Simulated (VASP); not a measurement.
# ZrB2 (P6/mmm) in VASP: settings compared

The runs below take ZrB2 through single point, with PBEsol, revPBE, RPBE, BLYP, r2SCAN.

Program: VASP 6.6.1. These are calculated values, not measurements. Logs are shortened: lines on timing, memory, paths and dates and some standing lists are left out, and cuts for length are marked.

## Step 1: The cell of the first run

The structure is hexagonal, space group P6/mmm (No. 191). The conventional cell has a = 3.170 Å, b = 3.170 Å, c = 3.533 Å, α = 90.00°, β = 90.00°, γ = 120.00°. Within 3.4 Å of Zr (site symmetry 6/mmm) lie 12 B at 2.54 Å and 6 Zr at 3.17 Å. Within 2.4 Å of B (site symmetry -6m2) lie 3 B at 1.83 Å.

## Step 2: Single point, PBEsol

Contents of INCAR:

```
SYSTEM = ZrB2
ALGO = Normal ; EDIFF = 1E-6
ENCUT = 500 ; GGA = PS
GGA_COMPAT = .False. ; ISIF = 2
ISMEAR = -1 ; LASPH = .True.
LCHARG = .False. ; LREAL = .False.
LWAVE = .False. ; NBANDS = 16
NELM = 120 ; PREC = Accurate
SIGMA = 0.2
```

Contents of KPOINTS:

```
k-points
0
Gamma
  7 7 5
  0 0 0
```

Contents of POSCAR:

```
ZrB2
1.0
    3.1700000000      0.0000000000      0.0000000000
   -1.5850000000      2.7453005300      0.0000000000
    0.0000000000      0.0000000000      3.5330000000
Zr B
1 2
Direct
    0.0000000000      0.0000000000      0.0000000000
    0.3333333333      0.6666666667      0.5000000000
    0.6666666667      0.3333333333      0.5000000000
```

Potentials or basis: VASP PAW PBE potentials, release 64 (Zr_sv, B).

Command:

```console
cat potpaw_PBE.64/Zr_sv/POTCAR potpaw_PBE.64/B/POTCAR > POTCAR
mpirun -np 1 vasp_std > vasp.out
```

OUTCAR:

```text
SYSTEM = ZrB2
   EDIFF = 1E-6
   ENCUT = 500
   GGA = PS
   ISIF = 2
   ISMEAR = -1
   LASPH = .True.
   LREAL = .False.
   NELM = 120
   PREC = Accurate

 ion  position               nearest neighbor table
   1  0.000  0.000  0.000-   2 2.54   3 2.54   2 2.54   3 2.54   3 2.54   3 2.54   2 2.54   2 2.54
                             3 2.54   3 2.54   2 2.54   2 2.54
   2  0.333  0.667  0.500-   3 1.83   3 1.83   3 1.83   1 2.54   1 2.54   1 2.54   1 2.54   1 2.54
                             1 2.54
   3  0.667  0.333  0.500-   2 1.83   2 1.83   2 1.83   1 2.54   1 2.54   1 2.54   1 2.54   1 2.54
                             1 2.54

  LATTYP: Found a hexagonal cell.
 ALAT       =     3.1700000000
 C/A-ratio  =     1.1145110410

  Lattice vectors:

 A1 = (   3.1700000000,   0.0000000000,   0.0000000000)
 A2 = (  -1.5850000000,   2.7453005300,   0.0000000000)
 A3 = (   0.0000000000,   0.0000000000,   3.5330000000)

Analysis of symmetry for initial positions (statically):
=====================================================================
 Subroutine PRICEL returns:
 Original cell was already a primitive cell.

 Routine SETGRP: Setting up the symmetry group for a
 hexagonal supercell.

 Subroutine GETGRP returns: Found 24 space group operations
 (whereof 24 operations were pure point group operations)
 out of a pool of 24 trial point group operations.

The static configuration has the point symmetry D_6h.

Analysis of symmetry for dynamics (positions and initial velocities):
=====================================================================
 Subroutine PRICEL returns:
 Original cell was already a primitive cell.

 Routine SETGRP: Setting up the symmetry group for a
 hexagonal supercell.

 Subroutine GETGRP returns: Found 24 space group operations
 (whereof 24 operations were pure point group operations)
 out of a pool of 24 trial point group operations.

The dynamic configuration has the point symmetry D_6h.

 Subroutine INISYM returns: Found 24 space group operations
 (whereof 24 operations are pure point group operations),
 and found     1 'primitive' translations

----------------------------------------------------------------------------------------

                                     Primitive cell

  volume of cell :      30.7463

  direct lattice vectors                    reciprocal lattice vectors
[... 86 lines left out ...]
   ENCUT  =  500.0 eV  36.75 Ry    6.06 a.u.   5.78  5.78  6.44*2*pi/ulx,y,z
   NELM   =    120;   NELMIN=  2; NELMDL= -5     # of ELM steps
   EDIFF  = 0.1E-05   stopping-criterion for ELM
   LREAL  =      F    real-space projection
   EDIFFG = 0.1E-04   stopping-criterion for IOM
   NSW    =      0    number of steps for IOM
   IBRION =     -1    ionic relax: 0-MD 1-quasi-New 2-CG
   NFREE  =      0    steps in history (QN), initial steepest desc. (CG)
   ISIF   =      2    stress and relaxation
   ISYM   =      2    0-nonsym 1-usesym 2-fastsym
   POTIM  = 0.5000    time-step for ionic-motion
   TEBEG  =    0.0;   TEEND  =   0.0 temperature during run
   PSTRESS=    0.0 pullay stress
   NELECT =      18.0000    total number of electrons
   NUPDOWN=      -1.0000    fix difference up-down
   EMIN   =  10.00;   EMAX   =-10.00  energy-range for DOS
   EFERMI =   0.00;   METHOD = LEGACY
   ISMEAR =    -1;   SIGMA  =   0.20  broadening in eV -4-tet -1-fermi 0-gaus
   EFERMI_NEDOS =   21; number of points for ismear=-14 and -15
   IALGO  =     38    algorithm
   IMIX   =      4    mixing-type and parameters
     AMIX     =   0.40;   BMIX     =  1.00
     AMIX_MAG =   1.60;   BMIX_MAG =  1.00
  volume/ion in A,a.u.               =      10.25        69.16
  Fermi-wavevector in a.u.,A,eV,Ry     =   1.369519  2.588016 25.518847  1.875582
  Thomas-Fermi vector in A             =   2.495387
   LORBIT       =      0    0 simple, 1 ext, 2 COOP (PROOUT), +10 PAW based schemes
   GGA     = PS    functional components
   LHFCALC =     F    Hartree Fock is set to
   AEXX    =    0.0000 exact exchange contribution
   IVDW    =     0    specifies the selected vdW correction
   LEPSILON=     F    determine dielectric tensor
   LRPA    =     F    only Hartree local field effects (RPA)
 non-spin polarized calculation
  energy-cutoff  :      500.00
  volume of cell :       30.75
 maximum number of plane-waves:       792
 NGX is ok and might be reduce to    24
   NGX = 11   NGY = 11   NGZ = 13

 number of electron      18.0000000 magnetization

 Free energy of the ion-electron system (eV)
  ---------------------------------------------------
  ext. energy  EPLUGINS =         0.00000000
  ---------------------------------------------------
  free energy    TOTEN  =       -26.40452959 eV

  energy without entropy =      -26.34668657  energy(sigma->0) =      -26.37560808

 E-fermi :  10.2046     XC(G=0): -12.5379

 val. band max:       10.0807139659   @ k =   0.1429   0.1429   0.2000
 cond. band min:      10.2374095692   @ k =   0.4286   0.1429   0.0000
 fundamental gap:      0.1566956034
 Fermi energy:        10.2045840911

 k-point     1 :       0.0000    0.0000    0.0000
  band No.  band energies     occupation
      1     -38.0757      2.00000
      2     -16.3015      2.00000
      3     -15.7380      2.00000
      4     -15.7380      2.00000
      5      -2.2687      2.00000
      6       7.8059      1.99999
[... 433 lines left out ...]
      3     -16.3747      2.00000
      4     -16.2132      2.00000
      5       1.1735      2.00000
      6       2.5400      2.00000
[... 8 lines left out ...]
     15      18.0708      0.00000
     16      19.5789      0.00000

------------------------ aborting loop because EDIFF is reached ----------------------------------------

  FORCE on cell =-STRESS in cart. coord.  units (eV):
  Direction    XX          YY          ZZ          XY          YZ          ZX
  --------------------------------------------------------------------------------------
  -------------------------------------------------------------------------------------
  Total       -0.6339158     -0.6339158     -0.7576795      0.0000000     -0.0000000      0.0000000
  in kB      -33.0331017    -33.0331017    -39.4823816      0.0000000     -0.0000000      0.0000000
  external PRESSURE =     -35.1828617 kB  Pullay stress =       0.0000000 kB

 VOLUME and BASIS-vectors are now :
 -----------------------------------------------------------------------------
  energy-cutoff  :      500.00
  volume of cell :       30.75
      direct lattice vectors                 reciprocal lattice vectors
     3.170000000  0.000000000  0.000000000     0.315457413  0.182129422  0.000000000
    -1.585000000  2.745300530  0.000000000     0.000000000  0.364258845  0.000000000
     0.000000000  0.000000000  3.533000000     0.000000000  0.000000000  0.283045570

 POSITION                                       TOTAL-FORCE (eV/Angst)
 -----------------------------------------------------------------------------------
      0.00000      0.00000      0.00000         0.000000      0.000000      0.000000
     -0.00000      1.83020      1.76650         0.000000     -0.000000      0.000000
      1.58500      0.91510      1.76650        -0.000000      0.000000      0.000000
 -----------------------------------------------------------------------------------
    total drift:                               -0.000000      0.000000      0.000000

  FREE ENERGIE OF THE ION-ELECTRON SYSTEM (eV)
  ---------------------------------------------------
  free  energy   TOTEN  =       -26.4045295866 eV

  energy  without entropy=      -26.3466865675  energy(sigma->0) =      -26.37560808
```

It took 13 s on 1 thread of Intel Xeon 8259CL, shared host; peak memory 0.15 GiB.

Results:

```yaml
Free_energy: -26.4045 eV
Pressure: -3.5 GPa
Band_gap_on_the_k_mesh: zero (band 9 reaches 10.90 eV, above the bottom of band 10 at 10.08 eV)
```

Stress tensor (GPa, compression positive):
```
-3.30  0.00  0.00
 0.00 -3.30  0.00
 0.00  0.00 -3.95
```

Caveat: the PAW data sets were made with another functional, which shifts forces and pressure a little.

## Step 3: Single point, revPBE

Contents of INCAR:

```
ALGO = Normal ; EDIFF = 1E-6
ENCUT = 500 ; GGA = RE
GGA_COMPAT = False ; ISIF = 2
ISMEAR = -1 ; LASPH = True
LCHARG = False ; LREAL = False
LWAVE = False ; NBANDS = 16
NELM = 120 ; PREC = Accurate
SIGMA = 0.2
```

Contents of KPOINTS:

```
k-points
0
Gamma
  7 7 5
```

POSCAR is that of step 2.

Potentials or basis: VASP PAW PBE potentials, release 64 (Zr_sv, B).

Command:

```console
cat potpaw_PBE.64/Zr_sv/POTCAR potpaw_PBE.64/B/POTCAR > POTCAR
mpirun -np 1 vasp_std > vasp.out
```

Wall time 16 s (1 thread of Intel Xeon 8259CL, shared host); peak memory 0.15 GiB.

The run converged. Its results:

```yaml
Free_energy: -24.1221 eV
Pressure: 3.8 GPa
Band_gap_on_the_k_mesh: zero (band 9 reaches 11.08 eV, above the bottom of band 10 at 10.27 eV)
```

Stress tensor (GPa, compression positive):
```
3.69 0.00 0.00
0.00 3.69 0.00
0.00 0.00 4.07
```

Levels at points of the mesh, in eV from the Fermi level:
| k point | band 7 | band 8 | band 9 | band 10 | band 11 | band 12 |
| --- | --- | --- | --- | --- | --- | --- |
| (0.00, 0.00, 0.00) | -2.42 | -2.37 | -2.14 | 3.61 | 3.61 | 4.40 |

Caveat: the PAW data sets were made with another functional, which shifts forces and pressure a little.

## Step 4: Single point, RPBE

Contents of INCAR:

```
SYSTEM = ZrB2
  PREC = Accurate
  ENCUT = 500
  EDIFF = 1E-6
  ISMEAR = -1
  SIGMA = 0.2
  LREAL = .FALSE.
  LASPH = .TRUE.
  NELM = 120
  ALGO = Normal
  ISIF = 2
  LWAVE = .FALSE.
  LCHARG = .FALSE.
  GGA = RP
  NBANDS = 16
  GGA_COMPAT = .FALSE.
```

Contents of KPOINTS:

```
Automatic mesh
0
G
  7 7 5
  0 0 0
```

POSCAR is that of step 3.

Command:

```console
cat potpaw_PBE.64/Zr_sv/POTCAR potpaw_PBE.64/B/POTCAR > POTCAR
mpirun -np 1 vasp_std > vasp.out
```

It took 17 s on 1 thread of Intel Xeon 8259CL, shared host; peak memory 0.15 GiB.

Results (log left out):

```
Free energy            : -23.8770 eV
Pressure               : 4.7 GPa
Band gap on the k mesh : zero (band 9 reaches 11.11 eV, above the bottom of band 10 at 10.29 eV)
```

Stress tensor (GPa, compression positive):
```
4.55 0.00 0.00
0.00 4.55 0.00
0.00 0.00 4.92
```

Levels at points of the mesh, in eV from the Fermi level:
```tsv
k point	band 6	band 7	band 8	band 9	band 10	band 11	band 12	band 13
(0.00, 0.00, 0.00)	-2.42	-2.42	-2.37	-2.15	3.61	3.61	4.41	4.41
```

Caveat: the PAW data sets were made with another functional, which shifts forces and pressure a little.

## Step 5: Single point, BLYP

Edit INCAR of step 4 so:

```diff
@@ -13,3 +13,7 @@
   LCHARG = .FALSE.
-  GGA = RP
+  GGA = B5
+  ALDAX = 1.0
+  AGGAX = 1.0
+  AGGAC = 1.0
+  ALDAC = 0.0
   NBANDS = 16
```

Contents of KPOINTS:

```
regular mesh
0
G
  7 7 5
  0 0 0
```

POSCAR is that of step 4.

Command:

```console
cat potpaw_PBE.64/Zr_sv/POTCAR potpaw_PBE.64/B/POTCAR > POTCAR
mpirun -np 1 vasp_std > vasp.out
```

Wall time 23 s (1 thread of Intel Xeon 8259CL, shared host); peak memory 0.15 GiB.

Results (log left out):

| Item | Value |
| --- | --- |
| Free energy | -22.1003 eV |
| Pressure | 8.0 GPa |
| Band gap on the k mesh | zero (band 9 reaches 11.54 eV, above the bottom of band 10 at 10.71 eV) |

Stress tensor (GPa, compression positive):
```
 6.31  0.00  0.00
 0.00  6.31  0.00
 0.00  0.00 11.24
```

Levels at points of the mesh, in eV from the Fermi level:
| k point | band 5 | band 6 | band 7 | band 8 | band 9 | band 10 | band 11 | band 12 | band 13 | band 14 |
| --- | --- | --- | --- | --- | --- | --- | --- | --- | --- | --- |
| (0.00, 0.00, 0.00) | -12.41 | -2.47 | -2.47 | -2.26 | -2.13 | 3.51 | 3.51 | 4.22 | 4.22 | 5.08 |

Caveat: the PAW data sets were made with another functional, which shifts forces and pressure a little.

## Step 6: Single point, r2SCAN

POSCAR is that of step 5.

Contents of INCAR.step1:

```
SYSTEM = ZrB2
PREC = Accurate
ENCUT = 550
ISMEAR = -1
SIGMA = 0.2
LREAL = .FALSE.
LASPH = .TRUE.
NELM = 120
NBANDS = 16
GGA = PE
ALGO = Normal
EDIFF = 1E-5
LWAVE = .TRUE.
LCHARG = .FALSE.
GGA_COMPAT = .FALSE.
```

Contents of INCAR.step2:

```
SYSTEM = ZrB2
PREC = Accurate
ENCUT = 550
EDIFF = 1E-6
ISMEAR = -1
SIGMA = 0.2
LREAL = .FALSE.
LASPH = .TRUE.
NELM = 120
ALGO = Normal
ISIF = 2
LWAVE = .FALSE.
LCHARG = .TRUE.
METAGGA = R2SCAN
LMIXTAU = .TRUE.
LELF = .TRUE.
LVHAR = .TRUE.
NBANDS = 16
ISTART = 1
GGA_COMPAT = .FALSE.
```

KPOINTS is that of step 5.

Potentials or basis: VASP PAW PBE potentials, release 64 (Zr_sv, B).

Command:

```console
cat potpaw_PBE.64/Zr_sv/POTCAR potpaw_PBE.64/B/POTCAR > POTCAR
cp INCAR.step1 INCAR
mpirun -np 1 vasp_std > vasp.out
cp INCAR.step2 INCAR
mpirun -np 1 vasp_std > vasp.out
```

It took 42 s on 1 thread of Intel Xeon 8259CL, shared host; peak memory 0.15 GiB.

Results (log left out):

```yaml
Free_energy: -40.6407 eV
Pressure: 1.1 GPa
Band_gap_on_the_k_mesh: zero (band 9 reaches 11.17 eV, above the bottom of band 10 at 10.33 eV)
```

Stress tensor (GPa, compression positive):
```
0.45 0.00 0.00
0.00 0.45 0.00
0.00 0.00 2.38
```

Levels at points of the mesh, in eV from the Fermi level:
| k point | band 5 | band 6 | band 7 | band 8 | band 9 | band 10 | band 11 | band 12 | band 13 | band 14 |
| --- | --- | --- | --- | --- | --- | --- | --- | --- | --- | --- |
| (0.00, 0.00, 0.00) | -13.41 | -2.56 | -2.56 | -2.45 | -2.39 | 3.84 | 3.84 | 4.66 | 4.66 | 5.15 |

Caveat: the PAW data sets were made with another functional, which shifts forces and pressure a little.

## Step 7: Summary

| level | cutoff (eV) | gap on the mesh (eV) | pressure (GPa) |
| --- | --- | --- | --- |
| PBEsol | 500 | none | -3.5 |
| revPBE | 500 | none | 3.8 |
| RPBE | 500 | none | 4.7 |
| BLYP | 500 | none | 8.0 |
| r2SCAN | 550 | none | 1.1 |

Alike in all rows: task single point; potentials or basis VASP PAW PBE potentials, release 64 (Zr_sv, B); no spin polarisation; cell as given; k mesh 7 × 7 × 5; smearing fermi-dirac 0.2 eV.

Every run on the cell as given and a fine mesh finds a metal. The pressure there spans -3.5 GPa (PBEsol) to 8.0 GPa (BLYP); a positive pressure means that this level wants a larger cell, a negative one a smaller.

Caveats: the PAW data sets were made with another functional, which shifts forces and pressure a little.

Total energies depend on the potentials used, so only differences within one code and one set of settings carry meaning.
